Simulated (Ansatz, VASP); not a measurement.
## AlAs in VASP and in Ansatz

```
Al As
1.0
     0.00000    2.83040    2.83040
     2.83040    0.00000    2.83040
     2.83040    2.83040    0.00000
Al As
1 1
Direct
  0.00000 0.00000 0.00000
  0.75000 0.75000 0.75000
```

Alike in both runs: task single point; functional PBE; k mesh 8 × 8 × 8; occupations gaussian, width 0.05 eV; no spin polarisation.

|  | VASP | Ansatz |
| --- | --- | --- |
| version | VASP 6.6.1 | Ansatz 0.2.0 |
| potentials or method | VASP PAW PBE potentials, release 64 (Al, As), cutoff 500 eV | scalar-relativistic, plane waves, PAW |
| valence electrons in the cell | 8 | 18 |

|  | VASP | Ansatz | Ansatz less VASP |
| --- | --- | --- | --- |
| pressure (GPa) | 2.8 | 2.6 | -0.19 |

VASP's potentials hold 8 valence electrons a cell and Ansatz's 18, so a difference there can come from the potentials and not from the codes.
